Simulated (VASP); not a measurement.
# Rb3Ti3I (R-3m) in VASP: single point with PBE

Aim: the single point of Rb3Ti3I with PBE.

All numbers are computed with VASP 6.6.1; they aren't measurements. Logs are shortened: lines on timing, memory, paths and dates and some standing lists are left out, and cuts for length are marked.

## 1. The cell of the first run

The structure is trigonal, space group R-3m (No. 166). The conventional cell has a = 6.510 Å, b = 6.510 Å, c = 19.867 Å, α = 90.00°, β = 90.00°, γ = 120.00°. Within 4.3 Å of Rb (site symmetry 2/m) lie 4 Rb at 3.25 Å and 4 Ti at 3.81 Å and 2 I at 3.81 Å. Ti (site symmetry 2/m) has 2 I at 3.25 Å and 4 Ti at 3.25 Å and 4 Rb at 3.81 Å within 4.3 Å. I (site symmetry -3m) has 6 Ti at 3.25 Å and 6 Rb at 3.81 Å within 4.3 Å.

The cell was generated, and may not be a known phase.

## 2. Single point, PBE, collinear spin

Input file INCAR:

```
PREC     = Accurate       # precision mode
ENCUT    = 520            # plane-wave cutoff, eV
EDIFF    = 1E-7           # SCF threshold, eV
ISMEAR   = 0              # smearing method
SIGMA    = 0.1            # smearing width, eV
LREAL    = F              # projectors in reciprocal space
LASPH    = T              # aspherical terms in the spheres
NELM     = 150            # most SCF steps
ALGO     = Normal         # electronic algorithm
ISIF     = 2              # what is computed and relaxed
LWAVE    = F              # write WAVECAR
LCHARG   = F              # write CHGCAR
ISPIN    = 2              # spin polarisation
MAGMOM   = 0 0 0 2.12 2.12 2.12 0 # initial moments
LORBIT   = 11             # projections on sites
LMAXMIX  = 4              # l up to which the mixer works
GGA      = PE             # functional
NBANDS   = 48             # bands
KPAR     = 4
```

Input file KPOINTS:

```
regular mesh
0
Gamma
  6 6 6
```

Input file POSCAR:

```
Rb3Ti3I
1.0
    3.2547751827      1.8791453279      6.6222676633
   -3.2547751827      1.8791453279      6.6222676633
    0.0000000000     -3.7582906558      6.6222676633
Rb Ti I
3 3 1
Direct
    0.0000000000      0.0000000000      0.5000000000
    0.5000000000      0.0000000000      0.0000000000
    0.0000000000      0.5000000000      0.0000000000
    0.5000000000      0.5000000000      0.0000000000
    0.0000000000      0.5000000000      0.5000000000
    0.5000000000      0.0000000000      0.5000000000
    0.0000000000      0.0000000000      0.0000000000
```

Potentials or basis: VASP PAW PBE potentials, release 64 (Rb_sv, Ti_sv, I).

Command:

```bash
cat potpaw_PBE.64/Rb_sv/POTCAR potpaw_PBE.64/Ti_sv/POTCAR potpaw_PBE.64/I/POTCAR > POTCAR
mpirun -np 4 vasp_std > vasp.out
```

OUTCAR:

```text
PREC = Accurate
   ENCUT = 520
   EDIFF = 1E-7
   ISMEAR = 0
   LREAL = F
   LASPH = T
   NELM = 150
   ISIF = 2
   ISPIN = 2
   LORBIT = 11
   GGA = PE

 ion  position               nearest neighbor table
   1  0.000  0.000  0.500-   2 3.25   3 3.25   3 3.25   2 3.25   5 3.81   5 3.81   6 3.81   6 3.81
                             7 3.81   7 3.81   2 5.64   3 5.64   3 5.64   2 5.64
   2  0.500  0.000  0.000-   3 3.25   3 3.25   1 3.25   1 3.25   4 3.81   4 3.81   7 3.81   7 3.81
                             6 3.81   6 3.81   1 5.64   1 5.64   3 5.64   3 5.64
   3  0.000  0.500  0.000-   2 3.25   2 3.25   1 3.25   1 3.25   4 3.81   7 3.81   7 3.81   4 3.81
                             5 3.81   5 3.81   1 5.64   1 5.64   2 5.64   2 5.64
   4  0.500  0.500  0.000-   2 3.81   3 3.81   2 3.81   3 3.81
   5  0.000  0.500  0.500-   1 3.81   1 3.81   3 3.81   3 3.81
   6  0.500  0.000  0.500-   1 3.81   1 3.81   2 3.81   2 3.81
   7  0.000  0.000  0.000-   2 3.81   3 3.81   3 3.81   2 3.81   1 3.81   1 3.81

  LATTYP: Found a trigonal (rhomboedric) cell.
 ALAT       =     7.6144059294
 COS(alpha) =     0.6345735860

  Lattice vectors:

 A1 = (   3.2547751827,   1.8791453279,   6.6222676633)
 A2 = (  -3.2547751827,   1.8791453279,   6.6222676633)
 A3 = (   0.0000000000,  -3.7582906558,   6.6222676633)

Analysis of symmetry for initial positions (statically):
=====================================================================
 Subroutine PRICEL returns:
 Original cell was already a primitive cell.

 Routine SETGRP: Setting up the symmetry group for a
 trigonal (rhombohedral) supercell.

 Subroutine GETGRP returns: Found 12 space group operations
 (whereof 12 operations were pure point group operations)
 out of a pool of 12 trial point group operations.

The static configuration has the point symmetry D_3d.

Analysis of symmetry for dynamics (positions and initial velocities):
=====================================================================
 Subroutine PRICEL returns:
 Original cell was already a primitive cell.

 Routine SETGRP: Setting up the symmetry group for a
 trigonal (rhombohedral) supercell.

 Subroutine GETGRP returns: Found 12 space group operations
 (whereof 12 operations were pure point group operations)
 out of a pool of 12 trial point group operations.

The dynamic configuration has the point symmetry D_3d.

Analysis of structural, dynamic, and magnetic symmetry:
=====================================================================
 Subroutine PRICEL returns:
 Original cell was already a primitive cell.

[... 160 lines left out ...]
  ext. energy  EPLUGINS =         0.00000000
  ---------------------------------------------------
  free energy    TOTEN  =       -21.34500507 eV

  energy without entropy =      -21.29230823  energy(sigma->0) =      -21.31865665

 E-fermi :   3.7695     XC(G=0):  -8.4180

 val. band max:        3.7656070890   @ k =   0.3333   0.3333  -0.0000
 cond. band min:       3.7722861084   @ k =  -0.3333   0.5000   0.3333
 fundamental gap:      0.0066790194
 Fermi energy:         3.7694522892

 spin component 1

 k-point     1 :       0.0000    0.0000    0.0000
  band No.  band energies     occupation
      1     -53.9819      1.00000
      2     -53.9674      1.00000
      3     -53.9674      1.00000
      4     -30.3865      1.00000
      5     -30.3865      1.00000
      6     -30.3243      1.00000
[... 1189 lines left out ...]
     46       4.9694      0.00000
     47       5.1794      0.00000

 [... further k-points ...]

 spin component 2

 k-point     1 :       0.0000    0.0000    0.0000
  band No.  band energies     occupation
      1     -52.4253      1.00000
      2     -52.4105      1.00000
      3     -52.4105      1.00000
      4     -28.9220      1.00000
      5     -28.9220      1.00000
      6     -28.8594      1.00000
[... 1189 lines left out ...]
     46       6.1033      0.00000
     47       6.1676      0.00000

 [... further k-points ...]

 [bands above 47 left out]

------------------------ aborting loop because EDIFF is reached ----------------------------------------

  FORCE on cell =-STRESS in cart. coord.  units (eV):
  Direction    XX          YY          ZZ          XY          YZ          ZX
  --------------------------------------------------------------------------------------
  -------------------------------------------------------------------------------------
  Total        0.0589156      0.0589156      0.0318436      0.0000000      0.0000000      0.0000000
  in kB        0.3884203      0.3884203      0.2099389      0.0000000      0.0000000      0.0000000
  external PRESSURE =       0.3289265 kB  Pullay stress =       0.0000000 kB

 VOLUME and BASIS-vectors are now :
 -----------------------------------------------------------------------------
  energy-cutoff  :      520.00
  volume of cell :      243.02
      direct lattice vectors                 reciprocal lattice vectors
     3.254775183  1.879145328  6.622267663     0.153620441  0.088692803  0.050335225
    -3.254775183  1.879145328  6.622267663    -0.153620441  0.088692803  0.050335225
     0.000000000 -3.758290656  6.622267663     0.000000000 -0.177385606  0.050335225

 POSITION                                       TOTAL-FORCE (eV/Angst)
 -----------------------------------------------------------------------------------
      0.00000     -1.87915      3.31113         0.000000     -0.000000      0.000000
      1.62739      0.93957      3.31113         0.000000     -0.000000      0.000000
     -1.62739      0.93957      3.31113         0.000000     -0.000000      0.000000
      0.00000      1.87915      6.62227        -0.000000      0.000000     -0.000000
     -1.62739     -0.93957      6.62227        -0.000000     -0.000000      0.000000
      1.62739     -0.93957      6.62227         0.000000      0.000000      0.000000
      0.00000      0.00000      0.00000         0.000000     -0.000000      0.000000
 -----------------------------------------------------------------------------------
    total drift:                               -0.000000      0.000000     -0.000000

  FREE ENERGIE OF THE ION-ELECTRON SYSTEM (eV)
  ---------------------------------------------------
  free  energy   TOTEN  =       -21.3450050750 eV

  energy  without entropy=      -21.2923082309  energy(sigma->0) =      -21.31865665

 total charge

# of ion       s       p       d       tot
------------------------------------------
    1        1.963   5.320   0.056   7.340
    2        1.963   5.320   0.056   7.340
    3        1.963   5.320   0.056   7.340
    4        2.193   6.006   1.888  10.087
    5        2.193   6.006   1.888  10.087
    6        2.193   6.006   1.888  10.087
    7        1.514   2.698   0.058   4.271
--------------------------------------------------
tot         13.983  36.678   5.890  56.551

 magnetization (x)

# of ion       s       p       d       tot
------------------------------------------
    1        0.004   0.013   0.017   0.034
    2        0.004   0.013   0.017   0.034
    3        0.004   0.013   0.017   0.034
    4        0.034   0.033   1.578   1.645
    5        0.034   0.033   1.578   1.645
    6        0.034   0.033   1.578   1.645
    7        0.011  -0.032   0.024   0.004
--------------------------------------------------
tot          0.124   0.107   4.809   5.040
```

OSZICAR:

```text
N       E                     dE             d eps       ncg     rms          rms(c)
DAV:   1     0.765146500179E+03    0.76515E+03   -0.32119E+04  6176   0.139E+03
DAV:   2     0.698285458397E+02   -0.69532E+03   -0.67747E+03  6968   0.412E+02
[... 12 lines left out ...]
DAV:  15    -0.213450025340E+02   -0.13444E-04   -0.57124E-05  8096   0.320E-02    0.138E-02
DAV:  16    -0.213450041978E+02   -0.16638E-05   -0.12143E-05  8760   0.105E-02    0.853E-03
DAV:  17    -0.213450046984E+02   -0.50065E-06   -0.36806E-06  8192   0.796E-03    0.364E-03
DAV:  18    -0.213450049762E+02   -0.27771E-06   -0.69068E-07  6968   0.315E-03    0.267E-03
DAV:  19    -0.213450050895E+02   -0.11336E-06   -0.22250E-07  5992   0.227E-03    0.124E-03
DAV:  20    -0.213450050750E+02    0.14563E-07   -0.36425E-08  4616   0.100E-03
   1 F= -.21345005E+02 E0= -.21318657E+02  d E =-.526968E-01  mag=     7.8694
```

stdout:

```text
POSCAR found type information on POSCAR RbTiI
 POSCAR found :  3 types and       7 ions
 scaLAPACK will be used
 LDA part: xc-table for (Slater+PW92), standard interpolation
 POSCAR, INCAR and KPOINTS ok, starting setup
 FFT: planning ... GRIDC
 FFT: planning ... GRID_SOFT
 FFT: planning ... GRID
 WAVECAR not read
 entering main loop
```

It took 5.9 min on 4 MPI ranks of Intel Xeon 6975P-C (Granite Rapids), shared host; peak memory 1.1 GiB.

Results:

```yaml
Free_energy: -21.3450 eV
Pressure: 0.0 GPa
Net_moment: 7.87 μB per cell
Site_moments: Rb +0.03; Ti +1.65; I +0.00 μB
Valence_electrons_inside_the_program's_atomic_spheres: Rb 7.34; Ti 10.09; I 4.27
```

Caveat: spin-orbit coupling is left out, which moves the levels of the heavy elements.
